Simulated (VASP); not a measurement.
Here is a VASP 6.6.1 calculation.

Contents of INCAR:

```
PREC = Accurate
ENCUT = 600
EDIFF = 1E-7
ISMEAR = 0
SIGMA = 0.05
LREAL = False
LASPH = True
NELM = 100
ALGO = Normal
ISIF = 3
LWAVE = False
LCHARG = False
IBRION = 2
NSW = 80
EDIFFG = -0.001
```

The input KPOINTS:

```
regular mesh
0
Gamma
  12 12 12
```

POSCAR

```
Ge
1.0
    0.0000000000      2.8289100000      2.8289100000
    2.8289100000      0.0000000000      2.8289100000
    2.8289100000      2.8289100000      0.0000000000
Ge
2
Direct
    0.0000000000      0.0000000000      0.0000000000
    0.2500000000      0.2500000000      0.2500000000
```

Potentials or basis: VASP PAW LDA potentials, release 64 (Ge_d).

Run with:

```sh
$ cat potpaw_LDA.64/Ge_d/POTCAR > POTCAR
$ mpirun -np 1 vasp_std > vasp.out
```

Estimate the space group after relaxing (to 0.1 Å).

Fd-3m (No. 227).

What does it give for the band gap on the k mesh?

0.01 eV.

Estimate the relaxed cell.

a = 3.978 Å, b = 3.978 Å, c = 3.978 Å, α = 60.00°, β = 60.00°, γ = 60.00°.

Estimate the relaxed volume.

22.26 Å³/atom.

Final structure:
```xyz
2
Lattice="0.0000 2.8130 2.8130 2.8130 0.0000 2.8130 2.8130 2.8130 0.0000" Properties=species:S:1:pos:R:3 pbc="T T T"
Ge    0.0000    2.8130    2.8130
Ge    1.4065    1.4065    1.4065
```

A k mesh can miss the band edges. Zero-point motion and thermal expansion aren't in these numbers.
